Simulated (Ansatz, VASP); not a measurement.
## Sr in VASP and in Ansatz

```
Sr
1.0
     0.00000    2.92066    3.04235
     2.92066    0.00000    3.04235
     2.92066    2.92066    0.00000
Sr
1
Direct
  0.00000 0.00000 0.00000
```

Change from the starting cell: strain -0.040 along x and y, +0.000 along z, atoms carried along.

Alike in both runs: task single point; functional PBE; k mesh 14 × 14 × 14; occupations gaussian, width 0.15 eV; no spin polarisation.

```csv
,VASP,Ansatz
version,VASP 6.6.1,Ansatz 0.2.0
potentials or method,"VASP PAW PBE potentials, release 64 (Sr_sv), cutoff 520 eV","scalar-relativistic, plane waves, PAW"
valence electrons in the cell,10,10
```

|  | VASP | Ansatz | Ansatz less VASP |
| --- | --- | --- | --- |
| gap on the k mesh at the Fermi level (eV) | none | none | - |
| pressure (GPa) | 0.7 | 0.7 | -0.01 |
| traceless stress, the component that is largest in VASP (GPa) | -0.17 | -0.17 | -0.001 |

A gap of «none» marks a metal or a gap that the smearing closes.
